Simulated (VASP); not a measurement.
# Ti4C3 (Pm-3m) in VASP: further runs

The runs below take Ti4C3 through single point, relaxation of cell and atoms, with PBE.

Everything below comes from runs of VASP 6.6.1. Logs are shortened: lines on timing, memory, paths and dates and some standing lists are left out, and cuts for length are marked.

## Step 1: The cell of the first run

The structure is cubic, space group Pm-3m (No. 221). Conventional cell: a = 4.310 Å, b = 4.310 Å, c = 4.310 Å, α = 90.00°, β = 90.00°, γ = 90.00°. Ti (site symmetry 4/mmm) has 4 C at 2.16 Å within 2.9 Å. Within 2.9 Å of Ti (site symmetry m-3m) lie 6 C at 2.16 Å. Within 2.9 Å of C (site symmetry 4/mmm) lie 6 Ti at 2.16 Å.

## Step 2: Single point, PBE

Input file INCAR:

```
PREC = Accurate
ENCUT = 520
EDIFF = 1E-7
ISMEAR = 0
SIGMA = 0.1
LREAL = False
LASPH = True
NELM = 80
ALGO = Normal
ISIF = 2
LWAVE = False
LCHARG = False
GGA = PE
NBANDS = 39
```

Input file KPOINTS:

```
Automatic mesh
0
Gamma
  4 4 4
```

Input file POSCAR:

```
Ti4C3
1.0
    4.3102352073      0.0000000000      0.0000000000
    0.0000000000      4.3102352073      0.0000000000
    0.0000000000      0.0000000000      4.3102352073
Ti C
4 3
Direct
    0.5000000000      0.0000000000      0.0000000000
    0.0000000000      0.5000000000      0.0000000000
    0.0000000000      0.0000000000      0.5000000000
    0.5000000000      0.5000000000      0.5000000000
    0.0000000000      0.5000000000      0.5000000000
    0.5000000000      0.0000000000      0.5000000000
    0.5000000000      0.5000000000      0.0000000000
```

Potentials or basis: VASP PAW PBE potentials, release 64 (Ti_sv, C).

The run is started by

```
> cat potpaw_PBE.64/Ti_sv/POTCAR potpaw_PBE.64/C/POTCAR > POTCAR
> mpirun -np 1 vasp_std > vasp.out
```

OUTCAR:

```text
PREC = Accurate
   ENCUT = 520
   EDIFF = 1E-7
   ISMEAR = 0
   LREAL = False
   LASPH = True
   NELM = 80
   ISIF = 2
   GGA = PE

 ion  position               nearest neighbor table
   1  0.500  0.000  0.000-   6 2.16   7 2.16   6 2.16   7 2.16
   2  0.000  0.500  0.000-   5 2.16   7 2.16   5 2.16   7 2.16
   3  0.000  0.000  0.500-   5 2.16   6 2.16   5 2.16   6 2.16
   4  0.500  0.500  0.500-   5 2.16   6 2.16   7 2.16   7 2.16   6 2.16   5 2.16
   5  0.000  0.500  0.500-   2 2.16   3 2.16   4 2.16   2 2.16   3 2.16   4 2.16
   6  0.500  0.000  0.500-   1 2.16   3 2.16   4 2.16   1 2.16   4 2.16   3 2.16
   7  0.500  0.500  0.000-   1 2.16   2 2.16   4 2.16   4 2.16   1 2.16   2 2.16

  LATTYP: Found a simple cubic cell.
 ALAT       =     4.3102352073

  Lattice vectors:

 A1 = (   4.3102352073,   0.0000000000,   0.0000000000)
 A2 = (   0.0000000000,   4.3102352073,   0.0000000000)
 A3 = (   0.0000000000,   0.0000000000,   4.3102352073)

Analysis of symmetry for initial positions (statically):
=====================================================================
 Subroutine PRICEL returns:
 Original cell was already a primitive cell.

 Routine SETGRP: Setting up the symmetry group for a
 simple cubic supercell.

 Subroutine GETGRP returns: Found 48 space group operations
 (whereof 48 operations were pure point group operations)
 out of a pool of 48 trial point group operations.

The static configuration has the point symmetry O_h .

Analysis of symmetry for dynamics (positions and initial velocities):
=====================================================================
 Subroutine PRICEL returns:
 Original cell was already a primitive cell.

 Routine SETGRP: Setting up the symmetry group for a
 simple cubic supercell.

 Subroutine GETGRP returns: Found 48 space group operations
 (whereof 48 operations were pure point group operations)
 out of a pool of 48 trial point group operations.

The dynamic configuration has the point symmetry O_h .

 Subroutine INISYM returns: Found 48 space group operations
 (whereof 48 operations are pure point group operations),
 and found     1 'primitive' translations

----------------------------------------------------------------------------------------

                                     Primitive cell

  volume of cell :      80.0761

  direct lattice vectors                    reciprocal lattice vectors
     4.310235207  0.000000000  0.000000000     0.232005900  0.000000000  0.000000000
     0.000000000  4.310235207  0.000000000     0.000000000  0.232005900  0.000000000
     0.000000000  0.000000000  4.310235207     0.000000000  0.000000000  0.232005900

  length of vectors
     4.310235207  4.310235207  4.310235207     0.232005900  0.232005900  0.232005900

  position of ions in fractional coordinates (direct lattice)
     0.500000000  0.000000000  0.000000000
     0.000000000  0.500000000  0.000000000
     0.000000000  0.000000000  0.500000000
     0.500000000  0.500000000  0.500000000
     0.000000000  0.500000000  0.500000000
     0.500000000  0.000000000  0.500000000
     0.500000000  0.500000000  0.000000000

  ion indices of the primitive-cell ions
   primitive index   ion index
                 1           1
                 2           2
                 3           3
                 4           4
                 5           5
                 6           6
                 7           7

----------------------------------------------------------------------------------------

 KPOINTS: Automatic mesh

Automatic generation of k-mesh.
 Grid dimensions read from file:
 generate k-points for:    4    4    4

 Generating k-lattice:

  Cartesian coordinates                     Fractional coordinates (reciprocal lattice)
     0.058001475  0.000000000  0.000000000     0.250000000  0.000000000  0.000000000
     0.000000000  0.058001475  0.000000000     0.000000000  0.250000000  0.000000000
     0.000000000  0.000000000  0.058001475     0.000000000  0.000000000  0.250000000

  Length of vectors
     0.058001475  0.058001475  0.058001475

  Shift w.r.t. Gamma in fractional coordinates (k-lattice)
     0.000000000  0.000000000  0.000000000

 Subroutine IBZKPT returns following result:
 ===========================================

 Found     10 irreducible k-points:

 Following reciprocal coordinates:
            Coordinates               Weight
  0.000000  0.000000  0.000000      1.000000
  0.250000  0.000000  0.000000      6.000000
  0.500000  0.000000  0.000000      3.000000
  0.250000  0.250000  0.000000     12.000000
  0.500000  0.250000  0.000000     12.000000
  0.500000  0.500000  0.000000      3.000000
  0.250000  0.250000  0.250000      8.000000
  0.500000  0.250000  0.250000     12.000000
  0.500000  0.500000  0.250000      6.000000
  0.500000  0.500000  0.500000      1.000000
   k-points           NKPTS =     10   k-points in BZ     NKDIM =     10   number of bands    NBANDS=     39
   number of dos      NEDOS =    301   number of ions     NIONS =      7
   total plane-waves  NPLWV =  32768
   dimension x,y,z NGX =    32 NGY =   32 NGZ =   32
   dimension x,y,z NGXF=    64 NGYF=   64 NGZF=   64
   ions per type =               4   3
   NGX,Y,Z   is equivalent  to a cutoff of  12.34, 12.34, 12.34 a.u.
   NGXF,Y,Z  is equivalent  to a cutoff of  24.68, 24.68, 24.68 a.u.
 SYSTEM =  unknown system
   PREC   = accura    normal or accurate (medium, high low for compatibility)
   ISTART =      0    job   : 0-new  1-cont  2-samecut
   ICHARG =      2    charge: 1-file 2-atom 10-const
   ISPIN  =      1    spin polarized calculation?
   LNONCOLLINEAR =      F non collinear calculations
   LSORBIT =      F    spin-orbit coupling
   LASPH  =      T    aspherical Exc in radial PAW
   ENCUT  =  520.0 eV  38.22 Ry    6.18 a.u.   8.01  8.01  8.01*2*pi/ulx,y,z
   NELM   =     80;   NELMIN=  2; NELMDL= -5     # of ELM steps
   EDIFF  = 0.1E-06   stopping-criterion for ELM
   LREAL  =      F    real-space projection
   EDIFFG = 0.1E-05   stopping-criterion for IOM
   NSW    =      0    number of steps for IOM
   IBRION =     -1    ionic relax: 0-MD 1-quasi-New 2-CG
   NFREE  =      0    steps in history (QN), initial steepest desc. (CG)
   ISIF   =      2    stress and relaxation
   ISYM   =      2    0-nonsym 1-usesym 2-fastsym
   POTIM  = 0.5000    time-step for ionic-motion
   TEBEG  =    0.0;   TEEND  =   0.0 temperature during run
   PSTRESS=    0.0 pullay stress
   NELECT =      60.0000    total number of electrons
   NUPDOWN=      -1.0000    fix difference up-down
   EMIN   =  10.00;   EMAX   =-10.00  energy-range for DOS
   EFERMI =   0.00;   METHOD = LEGACY
   ISMEAR =     0;   SIGMA  =   0.10  broadening in eV -4-tet -1-fermi 0-gaus
   EFERMI_NEDOS =   21; number of points for ismear=-14 and -15
   IALGO  =     38    algorithm
   IMIX   =      4    mixing-type and parameters
     AMIX     =   0.40;   BMIX     =  1.00
     AMIX_MAG =   1.60;   BMIX_MAG =  1.00
  volume/ion in A,a.u.               =      11.44        77.20
  Fermi-wavevector in a.u.,A,eV,Ry     =   1.486931  2.809893 30.082007  2.210965
  Thomas-Fermi vector in A             =   2.600156
   LORBIT       =      0    0 simple, 1 ext, 2 COOP (PROOUT), +10 PAW based schemes
   GGA     = PE    functional components
   LHFCALC =     F    Hartree Fock is set to
   AEXX    =    0.0000 exact exchange contribution
   IVDW    =     0    specifies the selected vdW correction
   LEPSILON=     F    determine dielectric tensor
   LRPA    =     F    only Hartree local field effects (RPA)
 non-spin polarized calculation
 Gauss-broadening in eV      SIGMA  =   0.10
  energy-cutoff  :      520.00
  volume of cell :       80.08
 maximum number of plane-waves:      2176
   NGX = 17   NGY = 17   NGZ = 17

 number of electron      60.0000000 magnetization

 Free energy of the ion-electron system (eV)
  ---------------------------------------------------
  ext. energy  EPLUGINS =         0.00000000
  ---------------------------------------------------
  free energy    TOTEN  =       -63.96862121 eV

  energy without entropy =      -63.96367575  energy(sigma->0) =      -63.96614848

 E-fermi :   9.0174     XC(G=0): -12.2946

 val. band max:        8.9304434572   @ k =   0.5000   0.5000   0.2500
 cond. band min:       9.0789871303   @ k =   0.5000   0.5000   0.5000
 fundamental gap:      0.1485436731
 Fermi energy:         9.0173733040

 k-point     1 :       0.0000    0.0000    0.0000
  band No.  band energies     occupation
      1     -47.7831      2.00000
      2     -47.7008      2.00000
      3     -47.7008      2.00000
      4     -47.5706      2.00000
      5     -24.2234      2.00000
      6     -24.2234      2.00000
[... 31 lines left out ...]
     38      11.5733      0.00000
     39      11.7731      0.00000

 k-point     2 :       0.2500    0.0000    0.0000
  band No.  band energies     occupation
      1     -47.7707      2.00000
      2     -47.7105      2.00000
      3     -47.7007      2.00000
      4     -47.5733      2.00000
      5     -24.1865      2.00000
      6     -24.1865      2.00000
[... 31 lines left out ...]
     38      11.5471      0.00000
     39      12.2402      0.00000

 k-point     3 :       0.5000    0.0000    0.0000
  band No.  band energies     occupation
      1     -47.7492      2.00000
      2     -47.7294      2.00000
      3     -47.7007      2.00000
      4     -47.5759      2.00000
      5     -24.1209      2.00000
      6     -24.1209      2.00000
[... 244 lines left out ...]
 k-point     9 :       0.5000    0.5000    0.2500
  band No.  band energies     occupation
      1     -47.7248      2.00000
      2     -47.7248      2.00000
      3     -47.7248      2.00000
      4     -47.5803      2.00000
      5     -24.2414      2.00000
      6     -24.2156      2.00000
[... 31 lines left out ...]
     38      11.7698      0.00000
     39      11.7698      0.00000

 k-point    10 :       0.5000    0.5000    0.5000
  band No.  band energies     occupation
      1     -47.7247      2.00000
      2     -47.7247      2.00000
      3     -47.7247      2.00000
      4     -47.5802      2.00000
      5     -24.2875      2.00000
      6     -24.2675      2.00000
[... 31 lines left out ...]
     38      11.9545      0.00000
     39      11.9545      0.00000

------------------------ aborting loop because EDIFF is reached ----------------------------------------

  FORCE on cell =-STRESS in cart. coord.  units (eV):
  Direction    XX          YY          ZZ          XY          YZ          ZX
  --------------------------------------------------------------------------------------
  -------------------------------------------------------------------------------------
  Total        0.0307299      0.0307299      0.0307299     -0.0000000     -0.0000000     -0.0000000
  in kB        0.6148503      0.6148503      0.6148503     -0.0000000     -0.0000000     -0.0000000
  external PRESSURE =       0.6148503 kB  Pullay stress =       0.0000000 kB

 VOLUME and BASIS-vectors are now :
 -----------------------------------------------------------------------------
  energy-cutoff  :      520.00
  volume of cell :       80.08
      direct lattice vectors                 reciprocal lattice vectors
     4.310235207  0.000000000  0.000000000     0.232005900  0.000000000  0.000000000
     0.000000000  4.310235207  0.000000000     0.000000000  0.232005900  0.000000000
     0.000000000  0.000000000  4.310235207     0.000000000  0.000000000  0.232005900

 POSITION                                       TOTAL-FORCE (eV/Angst)
 -----------------------------------------------------------------------------------
      2.15512      0.00000      0.00000         0.000000      0.000000      0.000000
      0.00000      2.15512      0.00000         0.000000      0.000000      0.000000
      0.00000      0.00000      2.15512         0.000000      0.000000      0.000000
      2.15512      2.15512      2.15512         0.000000      0.000000      0.000000
      0.00000      2.15512      2.15512         0.000000      0.000000      0.000000
      2.15512      0.00000      2.15512         0.000000      0.000000      0.000000
      2.15512      2.15512      0.00000         0.000000      0.000000      0.000000
 -----------------------------------------------------------------------------------
    total drift:                                0.000000      0.000000     -0.000000

  FREE ENERGIE OF THE ION-ELECTRON SYSTEM (eV)
  ---------------------------------------------------
  free  energy   TOTEN  =       -63.9686212092 eV

  energy  without entropy=      -63.9636757503  energy(sigma->0) =      -63.96614848
```

Run time: 16 s. Hardware: 1 thread of Intel Xeon 6975P-C (Granite Rapids), shared host; peak memory 0.18 GiB.

Results:

| Quantity | Value |
| --- | --- |
| Free energy | -63.9686 eV |
| Pressure | 0.1 GPa |
| Band gap on the k mesh | zero (band 30 reaches 9.61 eV, above the bottom of band 31 at 8.47 eV) |

Caveat: the k points lie up to 0.36 Å⁻¹ apart.

(Continued in part 2 of 3.)
